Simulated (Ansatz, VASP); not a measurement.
# Mg3CdTe4 in VASP and in Ansatz

INCAR

```
SYSTEM = Mg3CdTe4
ALGO = Normal
EDIFF = 1E-7
EDIFFG = -0.01
ENCUT = 520
GGA = PE
IBRION = 2
ISIF = 2
ISMEAR = 0
LASPH = .True.
LCHARG = .False.
LREAL = .False.
LWAVE = .False.
NELM = 60
NSW = 50
PREC = Accurate
SIGMA = 0.02
```

KPOINTS

```
k-points
0
Gamma
  4 4 4
  0 0 0
```

POSCAR

```
Mg3CdTe4
1.0
    6.6641676105      0.0000000000      0.0000000000
    0.0000000000      6.6641676105      0.0000000000
    0.0000000000      0.0000000000      6.6641676105
Mg Cd Te
3 1 4
Direct
    0.0000000000      0.0000000000      0.5000000000
    0.0000000000      0.5000000000      0.0000000000
    0.5000000000      0.0000000000      0.0000000000
    0.5000000000      0.5000000000      0.5000000000
    0.7531251698      0.7531251698      0.7531251698
    0.7531251698      0.2468748302      0.2468748302
    0.2468748302      0.7531251698      0.2468748302
    0.2468748302      0.2468748302      0.7531251698
```

Input for Ansatz:

```yaml
crystal:
  lattice:
    - [6.6641676105, 0.0, 0.0]
    - [0.0, 6.6641676105, 0.0]
    - [0.0, 0.0, 6.6641676105]
  atoms:
    - { symbol: Mg, position: [0.0, 0.0, 0.5] }
    - { symbol: Mg, position: [0.0, 0.5, 0.0] }
    - { symbol: Mg, position: [0.5, 0.0, 0.0] }
    - { symbol: Cd, position: [0.5, 0.5, 0.5] }
    - { symbol: Te, position: [0.7531251698, 0.7531251698, 0.7531251698] }
    - { symbol: Te, position: [0.7531251698, 0.2468748302, 0.2468748302] }
    - { symbol: Te, position: [0.2468748302, 0.7531251698, 0.2468748302] }
    - { symbol: Te, position: [0.2468748302, 0.2468748302, 0.7531251698] }
basis:
  ecutwfc: 420
kpoints:
  mp_grid: { grid: [4, 4, 4] }
hamiltonian:
  xc: pbe
scf:
  occupations: { method: gaussian, width: 0.02 }
output:
  forces: true
  stress: true
  eigenvalues: true
relax:
  adjacent_minimum: "off"
  f_tol: 0.01
  max_steps: 30
```

Alike in both runs: task relaxation of the atoms; functional PBE; k mesh 4 × 4 × 4; occupations gaussian, width 0.02 eV; no spin polarisation.

```csv
,VASP,Ansatz
version,VASP 6.6.1,Ansatz 0.2.0
potentials or method,"VASP PAW PBE potentials, release 64 (Mg, Cd, Te), cutoff 520 eV","scalar-relativistic, plane waves, PAW"
valence electrons in the cell,42,114
```

|  | VASP | Ansatz | Ansatz less VASP |
| --- | --- | --- | --- |
| gap on the k mesh at the Fermi level, each at its own relaxed structure (eV) | 1.56 | 1.57 | +0.011 |

VASP's potentials hold 42 valence electrons a cell and Ansatz's 114, so a difference there can come from the potentials and not from the codes. Ansatz's warnings: stress scf threshold loose.

Neither program's run includes spin-orbit coupling. Noted on VASP's run: the relaxation stopped at its first step, so nothing moved.
